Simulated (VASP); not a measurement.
Set up this calculation in VASP 6.6.1, as the native input.

```yaml
Task: single point
Functional: PBEsol
Potentials_or_basis: VASP PAW PBE potentials, release 64 (Be)
Cutoff: 520 eV
k_mesh: 21 × 21 × 21
Occupations: fermi-dirac, width 0.05 eV
Spin: no spin polarisation
Dipole_correction: no
Further_INCAR_settings: ALGO = Normal; EDIFF = 1e-06; NBANDS = 7
```

The structure of Be lies in POSCAR:

```
Be
1.0
    0.0000000000      1.3101229092      1.3101229092
    1.3101229092      0.0000000000      1.3101229092
    1.3101229092      1.3101229092      0.0000000000
Be
1
Direct
    0.0000000000      0.0000000000      0.0000000000
```

The input as run:

INCAR

```
PREC = Accurate
ENCUT = 520
EDIFF = 1E-6
ISMEAR = -1
SIGMA = 0.05
LREAL = F
LASPH = T
NELM = 80
ALGO = Normal
ISIF = 2
LWAVE = F
LCHARG = T
GGA = PS
LELF = T
LVHAR = T
NBANDS = 7
```

KPOINTS

```
Automatic mesh
0
Gamma
  21 21 21
```

Potentials or basis: VASP PAW PBE potentials, release 64 (Be).

Run with:

```bash
$ cat potpaw_PBE.64/Be/POTCAR > POTCAR
$ mpirun -np 1 vasp_std > vasp.out
```

Results of the run:

```json
{"Pressure": "170.5 GPa", "Band gap on the k mesh": "zero (band 1 reaches 13.54 eV, above the bottom of band 2 at 12.81 eV)"}
```

Caveat: the PAW data sets were made with another functional, which shifts forces and pressure a little.

Run time: 9 s on 1 thread of Intel Xeon 6975P-C (shared host), peak memory 0.11 GiB.
